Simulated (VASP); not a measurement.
Write the native input for VASP 6.6.1 that does the following.

| Property | Result |
| --- | --- |
| Task | relaxation of cell and atoms |
| Functional | RPBE |
| Dispersion | D3(BJ) |
| Potentials or basis | VASP PAW PBE potentials, release 64 (Sb) |
| Cutoff | 600 eV |
| k mesh | 10 × 10 × 10 |
| Occupations | fermi-dirac, width 0.05 eV |
| Spin | no spin polarisation |
| Dipole correction | no |
| Further INCAR settings | ALGO = Normal; EDIFF = 1e-06; IBRION = 2; EDIFFG = -0.01; NSW = 60; ISIF = 3 |

The structure of Sb lies in POSCAR:

```
Sb
1.0
    0.0000000000      2.3712425216      2.3712425216
    2.3712425216      0.0000000000      2.3712425216
    2.3712425216      2.3712425216      0.0000000000
Sb
1
Direct
    0.0000000000      0.0000000000      0.0000000000
```

One way to write it, as run:

INCAR

```
SYSTEM = Sb
ALGO = Normal
EDIFF = 1E-6
EDIFFG = -0.01
ENCUT = 600
GGA = RP
IBRION = 2
ISIF = 3
ISMEAR = -1
IVDW = 12
LASPH = .True.
LCHARG = .False.
LREAL = .False.
LWAVE = .False.
NELM = 80
NSW = 60
PREC = Accurate
SIGMA = 0.05
```

KPOINTS

```
k-points
0
Gamma
  10 10 10
  0 0 0
```

Potentials or basis: VASP PAW PBE potentials, release 64 (Sb).

Command:

```bash
$ cat potpaw_PBE.64/Sb/POTCAR > POTCAR
$ mpirun -np 1 vasp_std > vasp.out
```

Results of the run:

```json
{
  "Relaxed volume": "19.93 Å³/atom",
  "Relaxed cell": "a = 3.043 Å, b = 3.043 Å, c = 3.043 Å, α = 60.00°, β = 60.00°, γ = 60.00°",
  "Space group after relaxing (to 0.05 Å)": "Fm-3m (No. 225)",
  "Energy gained by relaxing": "632.4 meV/atom",
  "Ionic steps": "5",
  "Pressure after relaxing": "0.0 GPa",
  "Dispersion energy per atom": "-3.853 eV"
}
```

Caveat: the volume moved by over 15 % at a fixed basis, so the end points are rough; the PAW data sets were made with another functional, which shifts forces and pressure a little; pairwise dispersion overbinds metals, which lowers pressure and volume.

Wall time 60 s on 1 thread of AMD EPYC 7R13 (shared host), peak memory 0.15 GiB.
